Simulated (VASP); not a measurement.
A run of VASP 6.6.1 is set up as follows.

File INCAR:

```
SYSTEM = Sn3GeO4
PREC = Accurate
ENCUT = 1340
EDIFF = 1E-6
ISMEAR = 0
SIGMA = 0.1
LREAL = .False.
LASPH = .True.
NELM = 120
ALGO = Normal
ISIF = 2
LWAVE = .False.
LCHARG = .True.
GGA = PE
LELF = .True.
LVHAR = .True.
NBANDS = 50
GGA_COMPAT = .False.
```

File KPOINTS:

```
Automatic mesh
0
Gamma
  4 4 4
  0 0 0
```

The input POSCAR:

```
Sn3GeO4
1.0
    5.3823926000      0.0000000000      0.0000000000
    0.0000000000      5.3823926000      0.0000000000
   -2.6911963000     -2.6911963000      4.9794546000
Sn Ge O
3 1 4
Direct
    0.6285410000      0.6285410000      0.2570820000
    0.8662290000      0.3662290000      0.7324580000
    0.3662290000      0.8662290000      0.7324580000
    0.1496460000      0.1496460000      0.2992920000
    0.0021180000      0.0021180000      0.4946760000
    0.4925580000      0.4925580000      0.4946760000
    0.4925580000      0.0021180000      0.4946760000
    0.0021180000      0.4925580000      0.4946760000
```

Potentials or basis: VASP PAW PBE potentials, release 64 (Sn_d, Ge_d, O_h).

Run with:

```sh
$ cat potpaw_PBE.64/Sn_d/POTCAR potpaw_PBE.64/Ge_d/POTCAR potpaw_PBE.64/O_h/POTCAR > POTCAR
$ mpirun -np 1 vasp_std > vasp.out
```

**Question.** Predict the pressure.

**Answer.** 0.2 GPa.

**Question.** What does it give for the largest force?

**Answer.** 0.066 eV/Å.

**Question.** Estimate the band gap on the k mesh.

**Answer.** 0.79 eV (least direct gap 2.08 eV).

Forces in eV/Å, atoms in the order of the input:
```
Sn   0.000  0.000 -0.064
Sn   0.000  0.000  0.066
Sn   0.000  0.000  0.066
Ge   0.000  0.000 -0.060
O   -0.003 -0.003 -0.002
O    0.003  0.003 -0.002
O    0.003 -0.003 -0.002
O   -0.003  0.003 -0.002
```

Caveat: spin-orbit coupling is left out, which moves the levels of the heavy elements. A k mesh can miss the band edges.
